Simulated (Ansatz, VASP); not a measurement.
## SnO: VASP beside Ansatz

```
Sn O
1.0
     4.08800    0.00000    0.00000
     0.00000    4.08800    0.00000
     0.00000    0.00000   30.63340
Sn O
2 2
Direct
  0.50000 0.00000 0.46141
  0.00000 0.50000 0.53859
  0.00000 0.00000 0.50000
  0.50000 0.50000 0.50000
```

Change from the starting cell: biaxial strain +0.070, atoms relaxed.

Alike in both runs: task relaxation of the atoms; functional PBE; dispersion D3(BJ); k mesh 6 × 6 × 1; occupations gaussian, width 0.02 eV; no spin polarisation.

|  | VASP | Ansatz |
| --- | --- | --- |
| version | VASP 6.6.1 | Ansatz 0.2.0 |
| potentials or method | VASP PAW PBE potentials, release 64 (Sn_d, O), cutoff 520 eV | scalar-relativistic, plane waves, PAW |
| valence electrons in the cell | 40 | 40 |

Ansatz gave:

- gap on the k mesh at the Fermi level, each at its own relaxed structure (eV): 2.19

Problem. Which values does VASP return?

Solution. gap on the k mesh at the Fermi level, each at its own relaxed structure (eV): 2.16.

Ansatz's warnings: stress scf threshold loose, xc potential rough in thin density.
